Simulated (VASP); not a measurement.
The system is SiW (rocksalt type).

```
W Si
1.0
     0.00000    2.51285    2.51285
     2.51285    0.00000    2.51285
     2.51285    2.51285    0.00000
W Si
1 1
Direct
  0.00000 0.00000 0.00000
  0.50000 0.50000 0.50000
```

Base run:

- Program: VASP 6.6.1
- Functional: PBE
- Potentials or basis: VASP PAW PBE potentials, release 64 (W_sv, Si)
- Cutoff: 520 eV
- k mesh: 7 × 7 × 7
- Occupations: fermi-dirac, width 0.05 eV
- Spin: no spin polarisation

Its results: band gap on the k mesh zero (bands 9 and 10 overlap by 2.08 eV); pressure 0.0 GPa.

The run is repeated on the same cell with these changes: k mesh from 7 × 7 × 7 to 4 × 4 × 4. What comes out?

Band gap on the k mesh zero (bands 9 and 10 overlap by 2.18 eV); pressure -0.8 GPa.

Caveats: some runs use coarse meshes; spin-orbit coupling is left out, which moves the levels of the heavy elements.
